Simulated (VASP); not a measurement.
Write the native input for VASP 6.6.1 that does the following.

```
Task                   : single point
Functional             : PBE
Potentials or basis    : VASP PAW PBE potentials, release 64 (Ti_sv, B)
Cutoff                 : 520 eV
k mesh                 : 11 × 11 × 9
Occupations            : fermi-dirac, width 0.08 eV
Spin                   : no spin polarisation
Dipole correction      : no
Further INCAR settings : ALGO = Normal; EDIFF = 1e-07; NBANDS = 16
```

The structure of TiB2 (AlB2 type) lies in POSCAR:

```
TiB2
1.0
    2.8389379844      0.0000000000      0.0000000000
   -1.4194689922      2.4585924143      0.0000000000
    0.0000000000      0.0000000000      2.9423706559
Ti B
1 2
Direct
    0.0000000000      0.0000000000      0.0000000000
    0.3333333333      0.6666666667      0.5000000000
    0.6666666667      0.3333333333      0.5000000000
```

These files were run (other wordings do the same):

INCAR

```
SYSTEM = TiB2
PREC = Accurate ; ENCUT = 520
EDIFF = 1E-7 ; ISMEAR = -1
SIGMA = 0.08 ; LREAL = .False.
LASPH = .True. ; NELM = 80
ALGO = Normal ; ISIF = 2
LWAVE = .False. ; LCHARG = .True.
GGA = PE ; LELF = .True.
LVHAR = .True. ; NBANDS = 16
```

KPOINTS

```
Automatic mesh
0
Gamma
  11 11 9
  0 0 0
```

Potentials or basis: VASP PAW PBE potentials, release 64 (Ti_sv, B).

Launch:

```sh
$ cat potpaw_PBE.64/Ti_sv/POTCAR potpaw_PBE.64/B/POTCAR > POTCAR
$ mpirun -np 1 vasp_std > vasp.out
```

It gave:

The pressure is 86.2 GPa. The band gap on the k mesh is zero (band 9 reaches 13.11 eV, above the bottom of band 10 at 12.23 eV).

It took 17 s on 1 thread of Intel Xeon 6975P-C (shared host), peak memory 0.15 GiB.
